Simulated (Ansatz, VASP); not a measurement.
One calculation of RbBr, two programs

Contents of POSCAR:

```
RbBr
1.0
    0.0000000000      3.4275000000      3.4275000000
    3.4275000000      0.0000000000      3.4275000000
    3.4275000000      3.4275000000      0.0000000000
Rb Br
1 1
Direct
    0.0000000000      0.0000000000      0.0000000000
    0.5000000000      0.5000000000      0.5000000000
```

INCAR.step1

```
SYSTEM = RbBr
  PREC = Accurate
  ENCUT = 520
  ISMEAR = 0
  SIGMA = 0.05
  LREAL = .FALSE.
  LASPH = .TRUE.
  NELM = 100
  NBANDS = 15
  GGA = PE
  ALGO = Normal
  EDIFF = 1E-4
  LWAVE = .TRUE.
  LCHARG = .FALSE.
```

INCAR.step2

```
SYSTEM = RbBr
  PREC = Accurate
  ENCUT = 520
  EDIFF = 1E-7
  ISMEAR = 0
  SIGMA = 0.05
  LREAL = .FALSE.
  LASPH = .TRUE.
  NELM = 100
  ALGO = Normal
  ISIF = 2
  LWAVE = .FALSE.
  LCHARG = .FALSE.
  METAGGA = R2SCAN
  LMIXTAU = .TRUE.
  NBANDS = 15
  ISTART = 1
```

File KPOINTS:

```
regular mesh
0
G
  6 6 6
  0 0 0
```

Input for Ansatz:

```yaml
crystal:
  lattice:
    - [0.0, 3.4275, 3.4275]
    - [3.4275, 0.0, 3.4275]
    - [3.4275, 3.4275, 0.0]
  atoms:
    - { symbol: Rb, position: [0.0, 0.0, 0.0] }
    - { symbol: Br, position: [0.5, 0.5, 0.5] }
basis:
  ecutwfc: 500
kpoints:
  mp_grid: { grid: [6, 6, 6] }
hamiltonian:
  xc: r2scan
scf:
  occupations: { method: gaussian, width: 0.05 }
output:
  forces: true
  stress: true
  eigenvalues: true
```

Alike in both runs: task single point; functional r2SCAN; k mesh 6 × 6 × 6; occupations gaussian, width 0.05 eV; no spin polarisation.

|  | VASP | Ansatz |
| --- | --- | --- |
| version | VASP 6.6.1 | Ansatz 0.2.0 |
| potentials or method | VASP PAW PBE potentials, release 64 (Rb_sv, Br), cutoff 520 eV | scalar-relativistic, plane waves, PAW |
| valence electrons in the cell | 16 | 16 |

```tsv
	VASP	Ansatz	Ansatz less VASP
gap on the k mesh at the Fermi level (eV)	4.97	4.97	0.000
least direct gap on the mesh (eV)	4.97	4.97	0.000
pressure (GPa)	0.5	0.5	-0.02
```

VASP's potentials were made for PBE, not for r2SCAN. The functional is the same, so the differences come from potentials, cutoffs and numerics.
